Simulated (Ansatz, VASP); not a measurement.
One calculation of Ir2Ru3, two programs

```
Ru Ir
1.0
     2.68987    0.00000    0.00000
    -1.34494    2.32950    0.00000
     0.00000    0.00000   21.87777
Ru Ir
6 4
Direct
  0.33333 0.66667 0.60000
  0.33333 0.66667 0.00000
  0.33333 0.66667 0.40000
  0.66667 0.33333 0.70000
  0.66667 0.33333 0.30000
  0.66667 0.33333 0.50000
  0.33333 0.66667 0.80000
  0.33333 0.66667 0.20000
  0.66667 0.33333 0.90000
  0.66667 0.33333 0.10000
```

Alike in both runs: task single point; functional PBE; k mesh 6 × 6 × 1; occupations gaussian, width 0.1 eV; no spin polarisation.

|  | VASP | Ansatz |
| --- | --- | --- |
| version | VASP 6.6.1 | Ansatz 0.2.0 |
| potentials or method | VASP PAW PBE potentials, release 64 (Ru_pv, Ir), cutoff 520 eV | scalar-relativistic, plane waves, PAW |
| valence electrons in the cell | 120 | 164 |

```csv
,VASP,Ansatz,Ansatz less VASP
gap on the k mesh at the Fermi level (eV),none,none,-
pressure (GPa),10.9,10.7,-0.26
"traceless stress, the component that is largest in VASP (GPa)",-12.05,-12.24,-0.195
rms of the force components (eV/Å),0.321,0.310,-0.0104
```

Atom by atom the forces differ by 0.013 eV/Å (rms over components). A gap of «none» marks a metal or a gap that the smearing closes. VASP's potentials hold 120 valence electrons a cell and Ansatz's 164, so a difference there can come from the potentials and not from the codes.

The k mesh is coarse, so the values compare programs but aren't converged. Neither program's run includes spin-orbit coupling.
